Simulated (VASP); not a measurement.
Runs of VASP 6.6.1 on BP. The structure is that of space group F-43m (No. 216), or close to it. The cells are those of the table. 

```csv
cell,gap on the mesh (eV),pressure (GPa)
"a = 2.952 Å, angles 60.0°, 2 atoms",(a),65.8
"a = 3.017, b = 3.017, c = 2.952 Å, angles 60.7, 60.7, 58.6°, 2 atoms",0.75,50.3
"a = 3.274, b = 3.274, c = 3.209 Å, angles 60.7, 60.7, 58.7°, 2 atoms",1.19,-6.8
"a = 3.145, b = 3.145, c = 3.080 Å, angles 60.7, 60.7, 58.6°, 2 atoms",1.00,(b)
```

Alike in all rows: task single point; level r2SCAN; potentials or basis VASP PAW PBE potentials, release 64 (B, P); no spin polarisation; k mesh 10 × 10 × 10; cutoff (eV) 520; smearing gaussian 0.05 eV.

Q: Fill in the values left out.

A: (a) 0.99; (b) 15.2.

Caveats: the PAW data sets were made with another functional, which shifts forces and pressure a little; the cell stands under pressure (at least some runs); the stress differs along the axes, from 40 to 55 GPa (at least some runs); semilocal functionals underestimate gaps, and a narrow one can read as zero (at least some runs); the stress differs along the axes, from -14 to -3 GPa (at least some runs); the stress differs along the axes, from 6 to 20 GPa (at least some runs).

A k mesh can miss the band edges.
